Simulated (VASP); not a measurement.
# BN (F-43m) in VASP: notebook

The runs below take BN through vibrations by perturbation theory, elastic constants, with PBE.

All numbers are computed with VASP 6.6.1; they aren't measurements. Logs are shortened: lines on timing, memory, paths and dates and some standing lists are left out, and cuts for length are marked.

**1. The cell of the first run**

It takes space group F-43m (No. 216, cubic). Conventional cell: a = 3.494 Å, b = 3.494 Å, c = 3.494 Å, α = 90.00°, β = 90.00°, γ = 90.00°. B (site symmetry -43m) has 4 N at 1.51 Å within 2.0 Å. N (site symmetry -43m) has 4 B at 1.51 Å within 2.0 Å.

**2. Vibrations by perturbation theory, PBE**

The input, INCAR:

```
SYSTEM = BN
ALGO = Normal
EDIFF = 1E-8
ENCUT = 520
GGA = PE
IBRION = 8
ISIF = 2
ISMEAR = 0
LASPH = .True.
LCHARG = .False.
LEPSILON = .True.
LREAL = .False.
LWAVE = .False.
NBANDS = 11
NELM = 100
NSW = 1
PREC = Accurate
SIGMA = 0.01
```

The input, KPOINTS:

```
k-points
0
Gamma
  12 12 12
  0 0 0
```

The input, POSCAR:

```
BN
1.0
    0.0000000000      1.7470776907      1.7470776907
    1.7470776907      0.0000000000      1.7470776907
    1.7470776907      1.7470776907      0.0000000000
B N
1 1
Direct
    0.0000000000      0.0000000000      0.0000000000
    0.7500000000      0.7500000000      0.7500000000
```

Potentials or basis: VASP PAW PBE potentials, release 64 (B, N).

Run with:

```
cat potpaw_PBE.64/B/POTCAR potpaw_PBE.64/N/POTCAR > POTCAR
mpirun -np 1 vasp_std > vasp.out
```

OUTCAR:

```text
SYSTEM = BN
   EDIFF = 1E-8
   ENCUT = 520
   GGA = PE
   IBRION = 8
   ISIF = 2
   ISMEAR = 0
   LASPH = .True.
   LEPSILON = .True.
   LREAL = .False.
   NELM = 100
   NSW = 1
   PREC = Accurate

 ion  position               nearest neighbor table
   1  0.000  0.000  0.000-   2 1.51   2 1.51   2 1.51   2 1.51
   2  0.750  0.750  0.750-   1 1.51   1 1.51   1 1.51   1 1.51

  LATTYP: Found a face centered cubic cell.
 ALAT       =     3.4941553814

  Lattice vectors:

 A1 = (   0.0000000000,   1.7470776907,   1.7470776907)
 A2 = (   1.7470776907,   0.0000000000,   1.7470776907)
 A3 = (   1.7470776907,   1.7470776907,   0.0000000000)

Analysis of symmetry for initial positions (statically):
=====================================================================
 Subroutine PRICEL returns:
 Original cell was already a primitive cell.

 Routine SETGRP: Setting up the symmetry group for a
 face centered cubic supercell.

 Subroutine GETGRP returns: Found 24 space group operations
 (whereof 24 operations were pure point group operations)
 out of a pool of 48 trial point group operations.

The static configuration has the point symmetry T_d .

Analysis of symmetry for dynamics (positions and initial velocities):
=====================================================================
 Subroutine PRICEL returns:
 Original cell was already a primitive cell.

 Routine SETGRP: Setting up the symmetry group for a
 face centered cubic supercell.

 Subroutine GETGRP returns: Found 24 space group operations
 (whereof 24 operations were pure point group operations)
 out of a pool of 48 trial point group operations.

The dynamic configuration has the point symmetry T_d .

 Subroutine INISYM returns: Found 24 space group operations
 (whereof 24 operations are pure point group operations),
 and found     1 'primitive' translations

[... 568 lines left out ...]
     0.00000  7.32513 -0.00407

 MACROSCOPIC STATIC DIELECTRIC TENSOR (including local field effects in DFT)
 ------------------------------------------------------
           4.517708    -0.000000    -0.000000
          -0.000000     4.517708     0.000000
          -0.000000    -0.000000     4.517708
 ------------------------------------------------------

 PIEZOELECTRIC TENSOR (including local field effects)  for field in x, y, z        (e  Angst)
          XX          YY          ZZ          XY          YZ          ZX
  --------------------------------------------------------------------------------
  x     0.00000    -0.00000    -0.00000     0.00000     0.69252     0.00000
  y     0.00000     0.00000     0.00000     0.00000     0.00000     0.69252
  z    -0.00000    -0.00000     0.00000     0.69252     0.00000     0.00000

 PIEZOELECTRIC TENSOR (including local field effects)  for field in x, y, z        (C/m^2)
          XX          YY          ZZ          XY          YZ          ZX
  --------------------------------------------------------------------------------
  x     0.00000    -0.00000    -0.00000     0.00000     1.04034     0.00000
  y     0.00000     0.00000     0.00000     0.00000     0.00000     1.04034
  z    -0.00000    -0.00000     0.00000     1.04034     0.00000     0.00000

 BORN EFFECTIVE CHARGES (including local field effects) (in |e|, cummulative output)
 ---------------------------------------------------------------------------------
 ion    1
    1     1.85910     0.00000     0.00000
    2     0.00000     1.85910     0.00000
    3    -0.00000    -0.00000     1.85910
 ion    2
    1    -1.85910     0.00000    -0.00000
    2     0.00000    -1.85910     0.00000
    3     0.00000     0.00000    -1.85910

 INTERNAL STRAIN TENSOR FOR ION    2 for displacements in x,y,z  (eV/Angst):
          X           Y           Z          XY          YZ          ZX
  --------------------------------------------------------------------------------
  x    -0.00000     0.00000     0.00000     0.00000     7.32513     0.00000
  y    -0.00000     0.00000    -0.00000     0.00000     0.00000     7.32513
  z     0.00000     0.00000    -0.00000     7.32513     0.00000     0.00000

 SECOND DERIVATIVES (NOT SYMMETRIZED)
 ------------------------------------
               1X          1Y          1Z          2X          2Y          2Z
  1X   -30.917370    0.000000    0.000000   30.917370    0.000000    0.000000
  1Y     0.000000  -30.917370    0.000000    0.000000   30.917370    0.000000
  1Z     0.000000    0.000000  -30.917370    0.000000    0.000000   30.917370
  2X    30.905780    0.000000    0.000000  -30.905780    0.000000    0.000000
  2Y     0.000000   30.905780    0.000000    0.000000  -30.905780    0.000000
  2Z     0.000000    0.000000   30.905780    0.000000    0.000000  -30.905780

 Eigenvectors and eigenvalues of the dynamical matrix
 ----------------------------------------------------

   1 f  =   35.191271 THz   221.113277 2PiTHz 1173.854450 cm-1   145.539337 meV
             X         Y         Z           dx          dy          dz
      0.000000  0.000000  0.000000    -0.751249    0.000000   -0.000000
      2.620617  2.620617  2.620617     0.660018   -0.000000    0.000000
[... 21 lines left out ...]
   6 f/i=    0.003271 THz     0.020553 2PiTHz    0.109112 cm-1     0.013528 meV
             X         Y         Z           dx          dy          dz
      0.000000  0.000000  0.000000     0.078946   -0.209072   -0.621032
      2.620617  2.620617  2.620617     0.089858   -0.237971   -0.706874

--------------------------------------------------------------------------------------------------------

 MACROSCOPIC STATIC DIELECTRIC TENSOR IONIC CONTRIBUTION
 ------------------------------------------------------
           1.897073     0.000000     0.000000
           0.000000     1.897073    -0.000000
           0.000000    -0.000000     1.897073
 ------------------------------------------------------

 ELASTIC MODULI CONTR FROM IONIC RELAXATION (kBar)
 Direction    XX          YY          ZZ          XY          YZ          ZX
 --------------------------------------------------------------------------------
 XX          -0.0000      0.0000      0.0000     -0.0000      0.0000      0.0000
 YY           0.0000     -0.0000      0.0000     -0.0000     -0.0000     -0.0000
 ZZ           0.0000      0.0000     -0.0000      0.0000     -0.0000      0.0000
 XY          -0.0000     -0.0000      0.0000   -254.4804      0.0000      0.0000
 YZ           0.0000     -0.0000     -0.0000      0.0000   -254.4804      0.0000
 ZX           0.0000     -0.0000      0.0000      0.0000      0.0000   -254.4804
 --------------------------------------------------------------------------------

 PIEZOELECTRIC TENSOR IONIC CONTR  for field in x, y, z        (C/m^2)
          XX          YY          ZZ          XY          YZ          ZX
  --------------------------------------------------------------------------------
  x     0.00000    -0.00000    -0.00000    -0.00000    -0.65379     0.00000
  y     0.00000    -0.00000     0.00000     0.00000     0.00000    -0.65379
  z    -0.00000    -0.00000     0.00000    -0.65379     0.00000     0.00000
```

OSZICAR:

```text
N       E                     dE             d eps       ncg     rms          rms(c)
DAV:   1     0.110159934216E+02    0.11016E+02   -0.52326E+03  1656   0.743E+02
DAV:   2    -0.179408072099E+02   -0.28957E+02   -0.28311E+02  1912   0.171E+02
[... 130 lines left out ...]
RMM:   6    -0.233153297560E+00   -0.11542E-04   -0.11771E-06  9945   0.133E-03    0.546E-04
RMM:   7    -0.233149056131E+00    0.42414E-05   -0.63062E-07 10615   0.625E-04    0.545E-05
RMM:   8    -0.233148985268E+00    0.70863E-07   -0.20561E-08 10560   0.475E-05    0.213E-05
RMM:   9    -0.233148823104E+00    0.16216E-06    0.72020E-09 10804   0.293E-05    0.265E-06
RMM:  10    -0.233148833431E+00   -0.10327E-07    0.56110E-10  9809   0.179E-06    0.103E-06
RMM:  11    -0.233148839702E+00   -0.62714E-08   -0.64146E-10  9023   0.154E-06    0.118E-07
 Linear response finished
```

Wall time 6 min (1 thread of Intel Xeon 8259CL, shared host); peak memory 0.19 GiB.

Results:

- Electronic dielectric tensor (diagonal): 4.52
- Born charges (mean of the diagonal): B +1.86; N -1.86 e
- Highest phonon frequency at Γ, LO-TO splitting left out: 1174 cm⁻¹

Phonon frequencies in cm⁻¹ (negative: imaginary):
```csv
q point,frequencies
"(0.000, 0.000, 0.000)",0 0 0 1174 1174 1174
```

Electronic dielectric tensor:
```
4.52 0.00 0.00
0.00 4.52 0.00
0.00 0.00 4.52
```

Born effective charge tensors (e):
atom 1, B
```
1.86 0.00 0.00
0.00 1.86 0.00
0.00 0.00 1.86
```
atom 2, N
```
-1.86  0.00  0.00
 0.00 -1.86  0.00
 0.00  0.00 -1.86
```

Caveat: the cell wasn't relaxed at this level first, which shifts response properties.

**3. Vibrations by perturbation theory, PBE**

This run uses another cell than the first one, of 5.95 Å³/atom, 1.116 times its volume.

The input, INCAR:

```
SYSTEM = BN
PREC = Accurate
ENCUT = 520
EDIFF = 1E-8
ISMEAR = 0
SIGMA = 0.01
LREAL = .FALSE.
LASPH = .TRUE.
NELM = 80
ALGO = Normal
ISIF = 2
LWAVE = .FALSE.
LCHARG = .FALSE.
GGA = PE
IBRION = 8
NSW = 1
LEPSILON = .TRUE.
```

The input, KPOINTS:

```
Automatic mesh
0
G
  12 12 12
  0 0 0
```

The input, POSCAR:

```
BN
1.0
    0.0000000000      1.8123386229      1.8123386229
    1.8123386229      0.0000000000      1.8123386229
    1.8123386229      1.8123386229      0.0000000000
B N
1 1
Direct
    0.0000000000      0.0000000000      0.0000000000
    0.7500000000      0.7500000000      0.7500000000
```

Potentials or basis: VASP PAW PBE potentials, release 64 (B, N).

Run with:

```
cat potpaw_PBE.64/B/POTCAR potpaw_PBE.64/N/POTCAR > POTCAR
mpirun -np 1 vasp_std > vasp.out
```

OUTCAR:

```text
SYSTEM = BN
   PREC = Accurate
   ENCUT = 520
   EDIFF = 1E-8
   ISMEAR = 0
   LREAL = .FALSE.
   LASPH = .TRUE.
   NELM = 80
   ISIF = 2
   GGA = PE
   IBRION = 8
   NSW = 1
   LEPSILON = .TRUE.

 ion  position               nearest neighbor table
   1  0.000  0.000  0.000-   2 1.57   2 1.57   2 1.57   2 1.57
   2  0.750  0.750  0.750-   1 1.57   1 1.57   1 1.57   1 1.57

  LATTYP: Found a face centered cubic cell.
[... 593 lines left out ...]
      2.718508  2.718508  2.718508     0.000000    0.660072    0.000000
[... 21 lines left out ...]
   6 f/i=    0.000689 THz     0.004326 2PiTHz    0.022966 cm-1     0.002847 meV
             X         Y         Z           dx          dy          dz
      0.000000  0.000000  0.000000     0.617811   -0.231129    0.024157
      2.718508  2.718508  2.718508     0.703107   -0.263039    0.027492

--------------------------------------------------------------------------------------------------------

 MACROSCOPIC STATIC DIELECTRIC TENSOR IONIC CONTRIBUTION
 ------------------------------------------------------
           2.336000     0.000000     0.000000
           0.000000     2.336000    -0.000000
           0.000000    -0.000000     2.336000
 ------------------------------------------------------

 ELASTIC MODULI CONTR FROM IONIC RELAXATION (kBar)
 Direction    XX          YY          ZZ          XY          YZ          ZX
 --------------------------------------------------------------------------------
 XX          -0.0000     -0.0000     -0.0000      0.0000     -0.0000     -0.0000
 YY          -0.0000     -0.0000     -0.0000     -0.0000     -0.0000     -0.0000
 ZZ          -0.0000     -0.0000     -0.0000     -0.0000     -0.0000      0.0000
 XY           0.0000     -0.0000     -0.0000    -10.6900     -0.0000      0.0000
 YZ          -0.0000     -0.0000     -0.0000     -0.0000    -10.6900     -0.0000
 ZX          -0.0000     -0.0000      0.0000      0.0000     -0.0000    -10.6900
 --------------------------------------------------------------------------------

 PIEZOELECTRIC TENSOR IONIC CONTR  for field in x, y, z        (C/m^2)
          XX          YY          ZZ          XY          YZ          ZX
  --------------------------------------------------------------------------------
  x    -0.00000    -0.00000    -0.00000    -0.00000    -0.14870    -0.00000
  y    -0.00000    -0.00000     0.00000     0.00000    -0.00000    -0.14870
  z     0.00000    -0.00000    -0.00000    -0.14870    -0.00000     0.00000
```

Run time: 69 s. Hardware: 1 thread of Intel Xeon 6975P-C (Granite Rapids), shared host; peak memory 0.18 GiB.

What came out:

```yaml
Electronic_dielectric_tensor_diagonal: 4.61
Born_charges_mean_of_the_diagonal: B +1.91; N -1.91 e
Highest_phonon_frequency_at_Γ_LO-TO_splitting_left_out: 1029 cm⁻¹
```

Phonon frequencies in cm⁻¹ (negative: imaginary):
```
              q point           frequencies
(0.000, 0.000, 0.000)  0 0 0 1029 1029 1029
```

Electronic dielectric tensor:
```
4.61 0.00 0.00
0.00 4.61 0.00
0.00 0.00 4.61
```

Born effective charge tensors (e):
atom 1, B
```
1.91 0.00 0.00
0.00 1.91 0.00
0.00 0.00 1.91
```
atom 2, N
```
-1.91  0.00  0.00
 0.00 -1.91  0.00
 0.00  0.00 -1.91
```

**4. Elastic constants, PBE**

This run uses another cell than the first one, of 5.95 Å³/atom, 1.116 times its volume.

The input, INCAR:

```
PREC = Accurate
ENCUT = 600
EDIFF = 1E-8
ISMEAR = 0
SIGMA = 0.01
LREAL = F
LASPH = T
NELM = 80
ALGO = Normal
ISIF = 3
LWAVE = F
LCHARG = F
GGA = PE
NBANDS = 11
IBRION = 6
NFREE = 2
POTIM = 0.015
NSW = 1
```

The input, KPOINTS:

```
Automatic mesh
0
Gamma
  12 12 12
```

POSCAR is that of step 3.

Run with:

```
cat potpaw_PBE.64/B/POTCAR potpaw_PBE.64/N/POTCAR > POTCAR
mpirun -np 1 vasp_std > vasp.out
```

It took 2.5 min on 1 thread of Intel Xeon 6975P-C (Granite Rapids), shared host; peak memory 0.24 GiB.

The run converged. Its results:

- Elastic constants C11, C12, C44: 780, 170, 444 GPa
- Voigt bulk modulus: 373 GPa
- Highest phonon frequency at Γ, LO-TO splitting left out: 1029 cm⁻¹

Phonon frequencies in cm⁻¹ (negative: imaginary):
```csv
q point,frequencies
"(0.000, 0.000, 0.000)",0 0 0 1029 1029 1029
```

Elastic tensor in Voigt notation (GPa, in the Cartesian axes of the cell as first typed):
```
780 170 170   0   0   0
170 780 170   0   0   0
170 170 780   0   0   0
  0   0   0 444   0   0
  0   0   0   0 444   0
  0   0   0   0   0 444
```

Clamped-ion elastic tensor (GPa):
```
780 170 170   0   0   0
170 780 170   0   0   0
170 170 780   0   0   0
  0   0   0 445   0   0
  0   0   0   0 445   0
  0   0   0   0   0 445
```

(Continued in part 2 of 2.)
